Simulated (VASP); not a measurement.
# Zr (C2/c) in VASP: notebook

The runs below take Zr through single point, with revPBE.

Everything below comes from runs of VASP 6.6.1. Logs are shortened: lines on timing, memory, paths and dates and some standing lists are left out, and cuts for length are marked.

## (1) The cell of the first run

The typed cell holds 2 atoms: a = 3.116 Å, b = 3.116 Å, c = 4.986 Å, α = 90.03°, β = 90.03°, γ = 120.04°.

## (2) Single point, revPBE (20.96 Å³/atom)

File INCAR:

```
SYSTEM = Zr
ALGO = Normal
EDIFF = 1E-6
ENCUT = 520
GGA = RE
ISIF = 2
ISMEAR = -1
LASPH = .True.
LCHARG = .True.
LELF = .True.
LREAL = .False.
LVHAR = .True.
LWAVE = .False.
NBANDS = 19
NELM = 60
PREC = Accurate
SIGMA = 0.1
```

File KPOINTS:

```
k-points
0
Gamma
  13 13 7
  0 0 0
```

File POSCAR:

```
Zr
1.0
   -1.7218353316      2.0955088439      1.5346875085
    2.0955088439     -1.7218353316      1.5346875085
    3.4736750281      3.4736750281     -0.8503037862
Zr
2
Direct
    0.0415204800      0.9584795200      0.0000000000
    0.7084795200      0.2915204800      0.5000000000
```

Potentials or basis: VASP PAW PBE potentials, release 64 (Zr_sv).

The run is started by

```
> cat potpaw_PBE.64/Zr_sv/POTCAR > POTCAR
> mpirun -np 1 vasp_std > vasp.out
```

OUTCAR:

```text
SYSTEM = Zr
   EDIFF = 1E-6
   ENCUT = 520
   GGA = RE
   ISIF = 2
   ISMEAR = -1
   LASPH = .True.
   LREAL = .False.
   NELM = 60
   PREC = Accurate

 ion  position               nearest neighbor table
   1  0.042  0.958  0.000-   2 3.07   2 3.07   2 3.07   2 3.07   2 3.08   2 3.08
   2  0.708  0.292  0.500-   1 3.07   1 3.07   1 3.07   1 3.07   1 3.08   1 3.08

  LATTYP: Found a base centered monoclinic cell.
 ALAT       =     3.1145347618
 B/A-ratio  =     1.7333375024
 C/A-ratio  =     1.6007413100
 COS(beta)  =    -0.0008926299

  Lattice vectors:

 A1 = (  -1.7218353316,   2.0955088439,   1.5346875085)
 A2 = (   2.0955088439,  -1.7218353316,   1.5346875085)
 A3 = (   3.4736750281,   3.4736750281,  -0.8503037862)

Analysis of symmetry for initial positions (statically):
=====================================================================
 Subroutine PRICEL returns:
 Original cell was already a primitive cell.

 Routine SETGRP: Setting up the symmetry group for a
 base centered monoclinic supercell.

 Subroutine GETGRP returns: Found  4 space group operations
 (whereof  2 operations were pure point group operations)
 out of a pool of  4 trial point group operations.

The static configuration has the point symmetry C_2 .
 The point group associated with its full space group is C_2h.

Analysis of symmetry for dynamics (positions and initial velocities):
=====================================================================
 Subroutine PRICEL returns:
 Original cell was already a primitive cell.

 Routine SETGRP: Setting up the symmetry group for a
 base centered monoclinic supercell.

 Subroutine GETGRP returns: Found  4 space group operations
 (whereof  2 operations were pure point group operations)
 out of a pool of  4 trial point group operations.

The dynamic configuration has the point symmetry C_2 .
 The point group associated with its full space group is C_2h.

 Subroutine INISYM returns: Found  4 space group operations
 (whereof  2 operations are pure point group operations),
 and found     1 'primitive' translations

----------------------------------------------------------------------------------------

                                     Primitive cell

  volume of cell :      41.9135

  direct lattice vectors                    reciprocal lattice vectors
    -1.721835332  2.095508844  1.534687509    -0.092259652  0.169702580  0.316371126
     2.095508844 -1.721835332  1.534687509     0.169702580 -0.092259652  0.316371126
     3.473675028  3.473675028 -0.850303786     0.139774392  0.139774392 -0.034032979

  length of vectors
     3.116270202  3.116270202  4.985564455     0.370677081  0.370677081  0.200579174

  position of ions in fractional coordinates (direct lattice)
     0.041520480  0.958479520  1.000000000
     0.708479520  0.291520480  0.500000000

  ion indices of the primitive-cell ions
   primitive index   ion index
                 1           1
                 2           2

----------------------------------------------------------------------------------------

 KPOINTS: k-points

Automatic generation of k-mesh.
 Grid dimensions read from file:
 generate k-points for:   13   13    7

 Generating k-lattice:

  Cartesian coordinates                     Fractional coordinates (reciprocal lattice)
    -0.007096896  0.013054045  0.024336240     0.076923077  0.000000000 -0.000000000
     0.013054045 -0.007096896  0.024336240     0.000000000  0.076923077 -0.000000000
     0.019967770  0.019967770 -0.004861854     0.000000000  0.000000000  0.142857143

  Length of vectors
     0.028513622  0.028513622  0.028654168

  Shift w.r.t. Gamma in fractional coordinates (k-lattice)
     0.000000000  0.000000000  0.000000000

 Subroutine IBZKPT returns following result:
 ===========================================

 Found    322 irreducible k-points:

 Following reciprocal coordinates:
            Coordinates               Weight
  0.000000  0.000000  0.000000      1.000000
  0.076923 -0.000000  0.000000      4.000000
  0.153846  0.000000 -0.000000      4.000000
  0.230769  0.000000  0.000000      4.000000
  0.307692  0.000000 -0.000000      4.000000
  0.384615 -0.000000 -0.000000      4.000000
[... 16 lines left out ...]
  0.384615  0.153846  0.000000      4.000000
  0.461538  0.153846 -0.000000      4.000000
 [... further k-points ...]
   k-points           NKPTS =    322   k-points in BZ     NKDIM =    322   number of bands    NBANDS=     19
   number of dos      NEDOS =    301   number of ions     NIONS =      2
   total plane-waves  NPLWV =  23040
   dimension x,y,z NGX =    24 NGY =   24 NGZ =   40
   dimension x,y,z NGXF=    48 NGYF=   48 NGZF=   80
   ions per type =               2
   NGX,Y,Z   is equivalent  to a cutoff of  12.80, 12.80, 13.34 a.u.
   NGXF,Y,Z  is equivalent  to a cutoff of  25.61, 25.61, 26.68 a.u.
 SYSTEM =  Zr
   PREC   = accura    normal or accurate (medium, high low for compatibility)
   ISTART =      0    job   : 0-new  1-cont  2-samecut
   ICHARG =      2    charge: 1-file 2-atom 10-const
   ISPIN  =      1    spin polarized calculation?
   LNONCOLLINEAR =      F non collinear calculations
   LSORBIT =      F    spin-orbit coupling
   LASPH  =      T    aspherical Exc in radial PAW
   ENCUT  =  520.0 eV  38.22 Ry    6.18 a.u.   5.79  5.79  9.27*2*pi/ulx,y,z
   NELM   =     60;   NELMIN=  2; NELMDL= -5     # of ELM steps
   EDIFF  = 0.1E-05   stopping-criterion for ELM
   LREAL  =      F    real-space projection
   EDIFFG = 0.1E-04   stopping-criterion for IOM
   NSW    =      0    number of steps for IOM
   IBRION =     -1    ionic relax: 0-MD 1-quasi-New 2-CG
   NFREE  =      0    steps in history (QN), initial steepest desc. (CG)
   ISIF   =      2    stress and relaxation
   ISYM   =      2    0-nonsym 1-usesym 2-fastsym
   POTIM  = 0.5000    time-step for ionic-motion
   TEBEG  =    0.0;   TEEND  =   0.0 temperature during run
   PSTRESS=    0.0 pullay stress
   NELECT =      24.0000    total number of electrons
   NUPDOWN=      -1.0000    fix difference up-down
   EMIN   =  10.00;   EMAX   =-10.00  energy-range for DOS
   EFERMI =   0.00;   METHOD = LEGACY
   ISMEAR =    -1;   SIGMA  =   0.10  broadening in eV -4-tet -1-fermi 0-gaus
   EFERMI_NEDOS =   21; number of points for ismear=-14 and -15
   IALGO  =     38    algorithm
   IMIX   =      4    mixing-type and parameters
     AMIX     =   0.40;   BMIX     =  1.00
     AMIX_MAG =   1.60;   BMIX_MAG =  1.00
  volume/ion in A,a.u.               =      20.96       141.42
  Fermi-wavevector in a.u.,A,eV,Ry     =   1.359442  2.568973 25.144690  1.848083
  Thomas-Fermi vector in A             =   2.486190
   LORBIT       =      0    0 simple, 1 ext, 2 COOP (PROOUT), +10 PAW based schemes
   GGA     = RE    functional components
   LHFCALC =     F    Hartree Fock is set to
   AEXX    =    0.0000 exact exchange contribution
   IVDW    =     0    specifies the selected vdW correction
   LEPSILON=     F    determine dielectric tensor
   LRPA    =     F    only Hartree local field effects (RPA)
 non-spin polarized calculation
  energy-cutoff  :      520.00
  volume of cell :       41.91
 maximum number of plane-waves:      1156
   NGX = 11   NGY = 11   NGZ = 19

 number of electron      24.0000000 magnetization

 Free energy of the ion-electron system (eV)
  ---------------------------------------------------
  ext. energy  EPLUGINS =         0.00000000
  ---------------------------------------------------
  free energy    TOTEN  =       -16.16529209 eV

  energy without entropy =      -16.09925400  energy(sigma->0) =      -16.13227305

 E-fermi :  10.2561     XC(G=0): -11.5180

 val. band max:       10.2488191862   @ k =   0.0769  -0.0000   0.4286
 cond. band min:      10.2606126195   @ k =  -0.1538  -0.4615   0.2857
 fundamental gap:      0.0117934333
 Fermi energy:        10.2561127686

 k-point     1 :       0.0000    0.0000    0.0000
  band No.  band energies     occupation
      1     -38.3932      2.00000
      2     -38.1601      2.00000
      3     -17.1142      2.00000
      4     -15.9229      2.00000
      5     -15.9210      2.00000
      6     -15.7349      2.00000
[... 11 lines left out ...]
     18      12.6604      0.00000
     19      15.2254      0.00000

 k-point     2 :       0.0769   -0.0000    0.0000
  band No.  band energies     occupation
      1     -38.3828      2.00000
      2     -38.1556      2.00000
      3     -17.0892      2.00000
      4     -15.9792      2.00000
      5     -15.9411      2.00000
      6     -15.7940      2.00000
[... 11 lines left out ...]
     18      12.4824      0.00000
     19      15.3607      0.00000

 k-point     3 :       0.1538    0.0000   -0.0000
  band No.  band energies     occupation
      1     -38.3534      2.00000
      2     -38.1434      2.00000
      3     -17.0173      2.00000
      4     -16.1386      2.00000
      5     -15.9909      2.00000
      6     -15.9545      2.00000
[... 11 lines left out ...]
     18      12.5949      0.00000
     19      15.6396      0.00000

 k-point     4 :       0.2308    0.0000    0.0000
  band No.  band energies     occupation
      1     -38.3104      2.00000
      2     -38.1277      2.00000
      3     -16.9066      2.00000
      4     -16.3618      2.00000
      5     -16.1702      2.00000
      6     -16.0578      2.00000
[... 11 lines left out ...]
     18      13.3569      0.00000
     19      15.9075      0.00000

 k-point     5 :       0.3077    0.0000   -0.0000
  band No.  band energies     occupation
      1     -38.2614      2.00000
      2     -38.1138      2.00000
      3     -16.7711      2.00000
      4     -16.5959      2.00000
      5     -16.3878      2.00000
      6     -16.1256      2.00000
[... 11 lines left out ...]
     18      14.3156      0.00000
     19      16.0972      0.00000
[... 334 lines left out ...]
      2     -38.1096      2.00000
      3     -16.7151      2.00000
      4     -16.5755      2.00000
      5     -16.4866      2.00000
      6     -16.1530      2.00000
[... 11 lines left out ...]
     18      15.2881      0.00000
     19      15.8277      0.00000

 k-point    22 :       0.3077    0.1538    0.0000
  band No.  band energies     occupation
      1     -38.2001      2.00000
      2     -38.1052      2.00000
      3     -16.7415      2.00000
      4     -16.5800      2.00000
      5     -16.5669      2.00000
      6     -16.2576      2.00000
[... 11 lines left out ...]
     18      15.8541      0.00000
     19      16.4714      0.00000

 k-point    23 :       0.3846    0.1538    0.0000
  band No.  band energies     occupation
      1     -38.1716      2.00000
      2     -38.1074      2.00000
      3     -16.8328      2.00000
      4     -16.6061      2.00000
      5     -16.4758      2.00000
      6     -16.3234      2.00000
[... 11 lines left out ...]
     18      15.8619      0.00000
     19      17.3623      0.00000

 k-point    24 :       0.4615    0.1538   -0.0000
  band No.  band energies     occupation
      1     -38.1716      2.00000
      2     -38.1075      2.00000
      3     -16.8325      2.00000
      4     -16.6055      2.00000
      5     -16.4757      2.00000
      6     -16.3238      2.00000
[... 11 lines left out ...]
     18      15.8610      0.00000
     19      17.3533      0.00000

 [... further k-points ...]
[... 5 lines left out ...]
  --------------------------------------------------------------------------------------
  -------------------------------------------------------------------------------------
  Total        3.7534109      3.7534109      3.5869226      0.1879541     -0.0409799     -0.0409799
  in kB      143.4772445    143.4772445    137.1130904      7.1847027     -1.5664902     -1.5664908
  external PRESSURE =     141.3558598 kB  Pullay stress =       0.0000000 kB

 VOLUME and BASIS-vectors are now :
 -----------------------------------------------------------------------------
  energy-cutoff  :      520.00
  volume of cell :       41.91
      direct lattice vectors                 reciprocal lattice vectors
    -1.721835332  2.095508844  1.534687509    -0.092259652  0.169702580  0.316371126
     2.095508844 -1.721835332  1.534687509     0.169702580 -0.092259652  0.316371126
     3.473675028  3.473675028 -0.850303786     0.139774392  0.139774392 -0.034032979

 POSITION                                       TOTAL-FORCE (eV/Angst)
 -----------------------------------------------------------------------------------
      1.93701     -1.56334      1.53469         0.000650     -0.000650     -0.000000
      1.12784      2.71951      1.10954        -0.000650      0.000650      0.000000
 -----------------------------------------------------------------------------------
    total drift:                               -0.000000     -0.000000      0.000000

  FREE ENERGIE OF THE ION-ELECTRON SYSTEM (eV)
  ---------------------------------------------------
  free  energy   TOTEN  =       -16.1652920911 eV

  energy  without entropy=      -16.0992539992  energy(sigma->0) =      -16.13227305
```

Wall time 4.7 min (1 thread of Intel Xeon 8259CL, shared host); peak memory 0.32 GiB.

What came out:

```
Free energy            : -16.1653 eV
Pressure               : 14.1 GPa
Band gap on the k mesh : zero (bands 12 and 13 overlap by 1.23 eV)
```

Stress tensor (GPa, compression positive):
```
14.35  0.72 -0.16
 0.72 14.35 -0.16
-0.16 -0.16 13.71
```

Levels at points of the mesh, in eV from the Fermi level:
| k point | band 10 | band 11 | band 12 | band 13 | band 14 | band 15 |
| --- | --- | --- | --- | --- | --- | --- |
| (0.00, 0.00, 0.00) | -3.30 | 0.89 | 0.91 | 1.03 | 1.60 | 1.69 |

Caveat: the cell stands under pressure; the PAW data sets were made with another functional, which shifts forces and pressure a little.

## (3) Single point, revPBE (21.91 Å³/atom)

This run uses another cell than the first one, of 21.91 Å³/atom.

File INCAR:

```
PREC = Accurate
ENCUT = 520
EDIFF = 1E-6
ISMEAR = -1
SIGMA = 0.1
LREAL = F
LASPH = T
NELM = 60
ALGO = Normal
ISIF = 2
LWAVE = F
LCHARG = F
GGA = RE
NBANDS = 19
```

File KPOINTS:

```
regular mesh
0
Gamma
  13 13 7
```

File POSCAR:

```
Zr
1.0
   -1.7475381557      2.1267897071      1.5575966697
    2.1267897071     -1.7475381557      1.5575966697
    3.5255285688      3.5255285688     -0.8629967588
Zr
2
Direct
    0.0415204800      0.9584795200      0.0000000000
    0.7084795200      0.2915204800      0.5000000000
```

Potentials or basis: VASP PAW PBE potentials, release 64 (Zr_sv).

The run is started by

```
> cat potpaw_PBE.64/Zr_sv/POTCAR > POTCAR
> mpirun -np 1 vasp_std > vasp.out
```

It took 4.7 min on 1 thread of Intel Xeon 8259CL, shared host; peak memory 0.33 GiB.

Results (log left out):

| Property | Result |
| --- | --- |
| Free energy | -16.3005 eV |
| Pressure | 8.6 GPa |
| Band gap on the k mesh | zero (bands 12 and 13 overlap by 1.19 eV) |

Stress tensor (GPa, compression positive):
```
 8.71  0.41 -0.08
 0.41  8.71 -0.08
-0.08 -0.08  8.36
```

Levels at points of the mesh, in eV from the Fermi level:
```tsv
k point	band 8	band 9	band 10	band 11	band 12	band 13	band 14	band 15	band 16	band 17
(0.00, 0.00, 0.00)	-26.14	-5.73	-3.17	0.90	0.91	1.02	1.39	1.64	1.65	2.31
```

Caveat: the cell stands under pressure; the PAW data sets were made with another functional, which shifts forces and pressure a little.

## (4) Single point, revPBE (22.86 Å³/atom)

This run uses another cell than the first one, of 22.86 Å³/atom.

File INCAR:

```
PREC = Accurate ; ENCUT = 520
EDIFF = 1E-7 ; ISMEAR = -1
SIGMA = 0.1 ; LREAL = F
LASPH = T ; NELM = 60
ALGO = Normal ; ISIF = 2
LWAVE = F ; LCHARG = T
GGA = RE ; LELF = T
LVHAR = T ; NBANDS = 19
```

KPOINTS is that of step 3.

File POSCAR:

```
Zr
1.0
   -1.7725063599      2.1571765226      1.5798510574
    2.1571765226     -1.7725063599      1.5798510574
    3.5759000681      3.5759000681     -0.8753269498
Zr
2
Direct
    0.0415204800      0.9584795200      0.0000000000
    0.7084795200      0.2915204800      0.5000000000
```

The run is started by

```
> cat potpaw_PBE.64/Zr_sv/POTCAR > POTCAR
> mpirun -np 1 vasp_std > vasp.out
```

Wall time 5.1 min (1 thread of Intel Xeon 8259CL, shared host); peak memory 0.33 GiB.

Results (log left out):

| Item | Value |
| --- | --- |
| Free energy | -16.3750 eV |
| Pressure | 3.9 GPa |
| Band gap on the k mesh | zero (bands 12 and 13 overlap by 1.12 eV) |

Stress tensor (GPa, compression positive):
```
 3.97  0.20 -0.03
 0.20  3.97 -0.03
-0.03 -0.03  3.81
```

Levels at points of the mesh, in eV from the Fermi level:
| k point | band 10 | band 11 | band 12 | band 13 | band 14 | band 15 |
| --- | --- | --- | --- | --- | --- | --- |
| (0.00, 0.00, 0.00) | -3.05 | 0.90 | 0.91 | 1.01 | 1.21 | 1.60 |

Caveat: the cell stands under pressure; the PAW data sets were made with another functional, which shifts forces and pressure a little.

## (5) Single point, revPBE (23.81 Å³/atom)

This run uses another cell than the first one, of 23.81 Å³/atom.

File INCAR:

```
ALGO = Normal ; EDIFF = 1E-7
ENCUT = 520 ; GGA = RE
ISIF = 2 ; ISMEAR = -1
LASPH = True ; LCHARG = False
LREAL = False ; LWAVE = False
NBANDS = 19 ; NELM = 100
PREC = Accurate ; SIGMA = 0.1
```

File KPOINTS:

```
k-points
0
Gamma
  13 13 7
```

File POSCAR:

```
Zr
1.0
   -1.7967902865      2.1867305584      1.6014955423
    2.1867305584     -1.7967902865      1.6014955423
    3.6248910884      3.6248910884     -0.8873192202
Zr
2
Direct
    0.0415204800      0.9584795200      0.0000000000
    0.7084795200      0.2915204800      0.5000000000
```

The run is started by

```
> cat potpaw_PBE.64/Zr_sv/POTCAR > POTCAR
> mpirun -np 1 vasp_std > vasp.out
```

Run time: 4.5 min. Hardware: 1 thread of Intel Xeon 8259CL, shared host; peak memory 0.34 GiB.

The run converged. Its results:

| Item | Value |
| --- | --- |
| Free energy | -16.3984 eV |
| Pressure | 0.0 GPa |
| Band gap on the k mesh | zero (bands 12 and 13 overlap by 1.13 eV) |

Stress tensor (GPa, compression positive):
```
-0.02  0.06  0.01
 0.06 -0.02  0.01
 0.01  0.01 -0.04
```

Levels at points of the mesh, in eV from the Fermi level:
```
           k point  band 9  band 10  band 11  band 12  band 13  band 14  band 15  band 16
(0.00, 0.00, 0.00)   -5.59    -2.95     0.89     0.90     1.00     1.06     1.55     1.56
```

Caveat: the PAW data sets were made with another functional, which shifts forces and pressure a little.

## (6) Summary

```tsv
cell	gap on the mesh (eV)	pressure (GPa)
a = 3.116, b = 3.116, c = 4.986 Å, angles 90.0, 90.0, 120.0°, 2 atoms	none	14.1
a = 3.163, b = 3.163, c = 5.060 Å, angles 90.0, 90.0, 120.0°, 2 atoms	none	8.6
a = 3.208, b = 3.208, c = 5.132 Å, angles 90.0, 90.0, 120.0°, 2 atoms	none	3.9
a = 3.252, b = 3.252, c = 5.203 Å, angles 90.0, 90.0, 120.0°, 2 atoms	none	0.0
```

Alike in all rows: task single point; level revPBE; potentials or basis VASP PAW PBE potentials, release 64 (Zr_sv); no spin polarisation; k mesh 13 × 13 × 7; cutoff (eV) 520; smearing fermi-dirac 0.1 eV.

Caveats: the PAW data sets were made with another functional, which shifts forces and pressure a little; the cell stands under pressure (at least some runs).

Absolute energies hang on the potentials; compare differences alone.

The gap in the log of VASP goes by the Fermi energy; the results here count the filled bands.